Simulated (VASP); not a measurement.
# SnO in VASP: single point with PBE+D3(BJ)

Aim: the single point of SnO with PBE+D3(BJ).

Everything below comes from runs of VASP 6.6.1. Logs are shortened: lines on timing, memory, paths and dates and some standing lists are left out, and cuts for length are marked.

### Step 1. The cell of the first run

The cell holds a slab with vacuum, 8 atoms: a = 3.821 Å, b = 3.821 Å, c = 22.228 Å, α = 90.00°, β = 90.00°, γ = 90.00°.

### Step 2. Single point, PBE+D3(BJ) (layers slid over each other)

INCAR

```
SYSTEM = SnO
  PREC = Accurate
  ENCUT = 520
  EDIFF = 1E-6
  ISMEAR = 0
  SIGMA = 0.05
  LREAL = .FALSE.
  LASPH = .TRUE.
  NELM = 60
  ALGO = Normal
  ISIF = 2
  LWAVE = .FALSE.
  LCHARG = .FALSE.
  LDIPOL = .TRUE.
  IDIPOL = 3
  DIPOL = 0.5 0.5 0.404
  GGA = PE
  IVDW = 12
  NBANDS = 50
```

KPOINTS

```
Automatic mesh
0
G
  7 7 1
  0 0 0
```

POSCAR

```
SnO
1.0
    3.8205591572     -0.0000144285      0.0000000000
    0.0000145032      3.8205591572      0.0000000000
    0.0000000000      0.0000000000     22.2281056610
Sn O
4 4
Direct
    0.7499972356      0.2500027644      0.2024464014
    0.2499972356      0.7500027644      0.3088006209
    0.2499972356      1.1250027644      0.5000000000
    0.7499972356      0.6250027644      0.6063542196
    0.2499972356      0.2500027644      0.2556235111
    0.7499972356      0.7500027644      0.2556235111
    0.7499972356      1.1250027644      0.5531771098
    0.2499972356      0.6250027644      0.5531771098
```

Potentials or basis: VASP PAW PBE potentials, release 64 (Sn_d, O).

Command:

```sh
$ cat potpaw_PBE.64/Sn_d/POTCAR potpaw_PBE.64/O/POTCAR > POTCAR
$ mpirun -np 1 vasp_std > vasp.out
```

OUTCAR:

```text
SYSTEM = SnO
   PREC = Accurate
   ENCUT = 520
   EDIFF = 1E-6
   ISMEAR = 0
   LREAL = .FALSE.
   LASPH = .TRUE.
   NELM = 60
   ISIF = 2
   GGA = PE
   IVDW = 12
 IVDW          = 12

 ion  position               nearest neighbor table
   1  0.750  0.250  0.202-   5 2.25   5 2.25   6 2.25   6 2.25   2 3.59   2 3.59   2 3.59   2 3.59

   2  0.250  0.750  0.309-   6 2.25   6 2.25   5 2.25   5 2.25   1 3.59   1 3.59   1 3.59   1 3.59

   3  0.250  0.125  0.500-   7 2.25   7 2.25   8 2.25   8 2.25   4 3.59   4 3.59   4 3.59   4 3.59

   4  0.750  0.625  0.606-   8 2.25   8 2.25   7 2.25   7 2.25   3 3.59   3 3.59   3 3.59   3 3.59

   5  0.250  0.250  0.256-   1 2.25   1 2.25   2 2.25   2 2.25
   6  0.750  0.750  0.256-   1 2.25   1 2.25   2 2.25   2 2.25
   7  0.750  0.125  0.553-   3 2.25   3 2.25   4 2.25   4 2.25
   8  0.250  0.625  0.553-   4 2.25   4 2.25   3 2.25   3 2.25

  LATTYP: Found a simple tetragonal cell.
 ALAT       =     3.8205591572
 C/A-ratio  =     5.8180242070

  Lattice vectors:

 A1 = (   3.8205591572,  -0.0000144285,   0.0000000000)
 A2 = (   0.0000145032,   3.8205591572,   0.0000000000)
 A3 = (   0.0000000000,   0.0000000000,  22.2281056610)

Analysis of symmetry for initial positions (statically):
=====================================================================
 Subroutine PRICEL returns:
 Original cell was already a primitive cell.

 Routine SETGRP: Setting up the symmetry group for a
 simple tetragonal supercell.

 Subroutine GETGRP returns: Found  4 space group operations
 (whereof  1 operations were pure point group operations)
 out of a pool of 16 trial point group operations.

The static configuration has the point symmetry C_1 .
 The point group associated with its full space group is C_2h.

Analysis of symmetry for dynamics (positions and initial velocities):
=====================================================================
 Subroutine PRICEL returns:
 Original cell was already a primitive cell.

 Routine SETGRP: Setting up the symmetry group for a
 simple tetragonal supercell.

 Subroutine GETGRP returns: Found  4 space group operations
 (whereof  1 operations were pure point group operations)
 out of a pool of 16 trial point group operations.

The dynamic configuration has the point symmetry C_1 .
 The point group associated with its full space group is C_2h.

 Subroutine INISYM returns: Found  4 space group operations
 (whereof  1 operations are pure point group operations),
 and found     1 'primitive' translations

----------------------------------------------------------------------------------------

                                     Primitive cell

  volume of cell :     324.4564

  direct lattice vectors                    reciprocal lattice vectors
     3.820559157 -0.000014428  0.000000000     0.261741792 -0.000000994  0.000000000
     0.000014503  3.820559157  0.000000000     0.000000988  0.261741792  0.000000000
     0.000000000  0.000000000 22.228105661     0.000000000  0.000000000  0.044988089

  length of vectors
     3.820559157  3.820559157 22.228105661     0.261741792  0.261741792  0.044988089

  position of ions in fractional coordinates (direct lattice)
     0.749997236  0.250002764  0.202446401
     0.249997236  0.750002764  0.308800621
     0.249997236  0.125002764  0.500000000
     0.749997236  0.625002764  0.606354220
     0.249997236  0.250002764  0.255623511
     0.749997236  0.750002764  0.255623511
     0.749997236  0.125002764  0.553177110
     0.249997236  0.625002764  0.553177110

  ion indices of the primitive-cell ions
   primitive index   ion index
                 1           1
                 2           2
                 3           3
                 4           4
                 5           5
                 6           6
                 7           7
                 8           8

----------------------------------------------------------------------------------------

 KPOINTS: Automatic mesh

Automatic generation of k-mesh.
 Grid dimensions read from file:
 generate k-points for:    7    7    1

 Generating k-lattice:

  Cartesian coordinates                     Fractional coordinates (reciprocal lattice)
     0.037391685 -0.000000142  0.000000000     0.142857143  0.000000000  0.000000000
     0.000000141  0.037391685  0.000000000    -0.000000000  0.142857143  0.000000000
     0.000000000  0.000000000  0.044988089     0.000000000  0.000000000  1.000000000

  Length of vectors
     0.037391685  0.037391685  0.044988089

  Shift w.r.t. Gamma in fractional coordinates (k-lattice)
     0.000000000  0.000000000  0.000000000

 Subroutine IBZKPT returns following result:
 ===========================================

 Found     16 irreducible k-points:

 Following reciprocal coordinates:
            Coordinates               Weight
  0.000000  0.000000  0.000000      1.000000
  0.142857  0.000000  0.000000      2.000000
  0.000000  0.142857  0.000000      2.000000
  0.285714  0.000000  0.000000      2.000000
  0.000000  0.285714  0.000000      2.000000
  0.428571  0.000000  0.000000      2.000000
[... 8 lines left out ...]
 -0.285714  0.428571  0.000000      4.000000
  0.428571  0.428571  0.000000      4.000000
   k-points           NKPTS =     16   k-points in BZ     NKDIM =     16   number of bands    NBANDS=     50
   number of dos      NEDOS =    301   number of ions     NIONS =      8
   total plane-waves  NPLWV = 131712
   dimension x,y,z NGX =    28 NGY =   28 NGZ =  168
   dimension x,y,z NGXF=    56 NGYF=   56 NGZF=  336
   ions per type =               4   4
   NGX,Y,Z   is equivalent  to a cutoff of  12.18, 12.18, 12.56 a.u.
   NGXF,Y,Z  is equivalent  to a cutoff of  24.37, 24.37, 25.13 a.u.
 SYSTEM =  SnO
   PREC   = accura    normal or accurate (medium, high low for compatibility)
   ISTART =      0    job   : 0-new  1-cont  2-samecut
   ICHARG =      2    charge: 1-file 2-atom 10-const
   ISPIN  =      1    spin polarized calculation?
   LNONCOLLINEAR =      F non collinear calculations
   LSORBIT =      F    spin-orbit coupling
   LASPH  =      T    aspherical Exc in radial PAW
   ENCUT  =  520.0 eV  38.22 Ry    6.18 a.u.   7.10  7.10 41.33*2*pi/ulx,y,z
   NELM   =     60;   NELMIN=  2; NELMDL= -5     # of ELM steps
   EDIFF  = 0.1E-05   stopping-criterion for ELM
   LREAL  =      F    real-space projection
[... 7 lines left out ...]
   TEBEG  =    0.0;   TEEND  =   0.0 temperature during run
   PSTRESS=    0.0 pullay stress
   NELECT =      80.0000    total number of electrons
   NUPDOWN=      -1.0000    fix difference up-down
   EMIN   =  10.00;   EMAX   =-10.00  energy-range for DOS
   EFERMI =   0.00;   METHOD = LEGACY
   ISMEAR =     0;   SIGMA  =   0.05  broadening in eV -4-tet -1-fermi 0-gaus
   EFERMI_NEDOS =   21; number of points for ismear=-14 and -15
   IALGO  =     38    algorithm
   IMIX   =      4    mixing-type and parameters
     AMIX     =   0.40;   BMIX     =  1.00
     AMIX_MAG =   1.60;   BMIX_MAG =  1.00
  volume/ion in A,a.u.               =      40.56       273.69
  Fermi-wavevector in a.u.,A,eV,Ry     =   1.026564  1.939925 14.338279  1.053834
  Thomas-Fermi vector in A             =   2.160463
   LORBIT       =      0    0 simple, 1 ext, 2 COOP (PROOUT), +10 PAW based schemes
   GGA     = PE    functional components
   LHFCALC =     F    Hartree Fock is set to
   AEXX    =    0.0000 exact exchange contribution
   IVDW    =    12    specifies the selected vdW correction
   LEPSILON=     F    determine dielectric tensor
   LRPA    =     F    only Hartree local field effects (RPA)
 non-spin polarized calculation
 Gauss-broadening in eV      SIGMA  =   0.05
  energy-cutoff  :      520.00
  volume of cell :      324.46
 maximum number of plane-waves:      8769
   NGX = 15   NGY = 15   NGZ = 83

 dipolmoment           0.000000      0.000000      0.000034 electrons x Angstroem

 number of electron      79.9999970 magnetization

 dipolmoment           0.000000      0.000000     -0.000025 electrons x Angstroem

 Free energy of the ion-electron system (eV)
  ---------------------------------------------------
  ext. energy  EPLUGINS =         0.00000000
  ---------------------------------------------------
  free energy    TOTEN  =       -45.16660341 eV

  energy without entropy =      -45.16660341  energy(sigma->0) =      -45.16660341

 E-fermi :   0.0471     XC(G=0):  -5.3314

 val. band max:       -0.2179068872   @ k =   0.1429   0.1429   0.0000
 cond. band min:       2.2829362020   @ k =   0.4286   0.0000   0.0000
 fundamental gap:      2.5008430892
 Fermi energy:         0.0471262125

 k-point     1 :       0.0000    0.0000    0.0000
  band No.  band energies     occupation
      1     -21.0518      2.00000
      2     -21.0517      2.00000
      3     -20.6924      2.00000
      4     -20.6923      2.00000
      5     -20.6547      2.00000
      6     -20.6544      2.00000
[... 42 lines left out ...]
     49       5.2100      0.00000
     50       5.2240      0.00000

 k-point     2 :       0.1429    0.0000    0.0000
  band No.  band energies     occupation
      1     -21.0428      2.00000
      2     -21.0427      2.00000
      3     -20.6929      2.00000
      4     -20.6928      2.00000
      5     -20.6562      2.00000
      6     -20.6558      2.00000
[... 42 lines left out ...]
     49       5.3795      0.00000
     50       5.4870      0.00000

 k-point     3 :       0.0000    0.1429    0.0000
  band No.  band energies     occupation
      1     -21.0428      2.00000
      2     -21.0427      2.00000
      3     -20.6930      2.00000
      4     -20.6929      2.00000
      5     -20.6565      2.00000
      6     -20.6562      2.00000
[... 42 lines left out ...]
     49       5.3995      0.00000
     50       5.4718      0.00000

 k-point     4 :       0.2857    0.0000    0.0000
  band No.  band energies     occupation
      1     -21.0179      2.00000
      2     -21.0178      2.00000
      3     -20.7888      2.00000
      4     -20.7886      2.00000
      5     -20.6606      2.00000
      6     -20.6603      2.00000
[... 575 lines left out ...]
 k-point    15 :      -0.2857    0.4286    0.0000
  band No.  band energies     occupation
      1     -20.9868      2.00000
      2     -20.9867      2.00000
      3     -20.9448      2.00000
      4     -20.9446      2.00000
      5     -20.6576      2.00000
      6     -20.6575      2.00000
[... 42 lines left out ...]
     49       5.8223      0.00000
     50       6.1341      0.00000

 k-point    16 :       0.4286    0.4286    0.0000
  band No.  band energies     occupation
      1     -20.9926      2.00000
      2     -20.9925      2.00000
      3     -20.9787      2.00000
      4     -20.9785      2.00000
      5     -20.6596      2.00000
      6     -20.6594      2.00000
[... 42 lines left out ...]
     49       6.2532      0.00000
     50       6.3124      0.00000

------------------------ aborting loop because EDIFF is reached ----------------------------------------

 vacuum level on the upper side and lower side of the slab       (xc-potential included)        -0.251        -0.252

 Edisp (eV)   -1.23333

 E8    (eV) :    -0.5453

  FORCE on cell =-STRESS in cart. coord.  units (eV):
  Direction    XX          YY          ZZ          XY          YZ          ZX
  --------------------------------------------------------------------------------------
  -------------------------------------------------------------------------------------
  Total       0.12851     0.19009    -0.09533     0.00000     0.15805     0.00000
  in kB       0.63457     0.93868    -0.47076     0.00000     0.78043     0.00000
  external pressure =        0.37 kB  Pullay stress =        0.00 kB

 VOLUME and BASIS-vectors are now :
 -----------------------------------------------------------------------------
  energy-cutoff  :      520.00
  volume of cell :      324.46
      direct lattice vectors                 reciprocal lattice vectors
     3.820559157 -0.000014428  0.000000000     0.261741792 -0.000000994  0.000000000
     0.000014503  3.820559157  0.000000000     0.000000988  0.261741792  0.000000000
     0.000000000  0.000000000 22.228105661     0.000000000  0.000000000  0.044988089

 POSITION                                       TOTAL-FORCE (eV/Angst)
 -----------------------------------------------------------------------------------
      2.86541      0.95514      4.50000        -0.000000     -0.002989     -0.071166
      0.95514      2.86543      6.86405        -0.000000     -0.016870      0.116837
      0.95513      0.47758     11.11405         0.000000      0.016870     -0.116837
      2.86542      2.38785     13.47811         0.000000      0.002989      0.071166
      0.95513      0.95515      5.68203        -0.000000     -0.014889      0.005583
      2.86542      2.86542      5.68203         0.000000      0.005863      0.006093
      2.86541      0.47757     12.29608        -0.000000     -0.005863     -0.006093
      0.95514      2.38786     12.29608         0.000000      0.014889     -0.005583
 -----------------------------------------------------------------------------------
    total drift:                               -0.000000     -0.000000     -0.001142

  FREE ENERGIE OF THE ION-ELECTRON SYSTEM (eV)
  ---------------------------------------------------
  free  energy   TOTEN  =       -46.3999351375 eV

  energy  without entropy=      -46.3999351375  energy(sigma->0) =      -46.39993514

 vacuum level on the upper side and lower side of the slab         4.754         4.756
```

Wall time 4.6 min (1 thread of Intel Xeon Platinum 8488C (Sapphire Rapids), shared host); peak memory 0.43 GiB.

What came out:

```yaml
Free_energy: -46.3999 eV
Largest_force: 0.118 eV/Å
Band_gap_on_the_k_mesh: 2.50 eV (least direct gap 2.58 eV)
Dispersion_energy_per_atom: -0.154 eV
```

Forces on the atoms (eV/Å):
```
Sn   0.000 -0.003 -0.071
Sn   0.000 -0.017  0.117
Sn   0.000  0.017 -0.117
Sn   0.000  0.003  0.071
O    0.000 -0.015  0.006
O    0.000  0.006  0.006
O    0.000 -0.006 -0.006
O    0.000  0.015 -0.006
```

Levels at points of the mesh, in eV from the valence-band top:
```
           k point  band 37  band 38  band 39  band 40  band 41  band 42  band 43  band 44
(0.00, 0.00, 0.00)    -1.92    -1.92    -0.57    -0.03     2.55     2.88     2.89     3.78
```

Caveat: the cell differs from its parent crystal (layers slid over each other); spin-orbit coupling is left out, which moves the levels of the heavy elements.
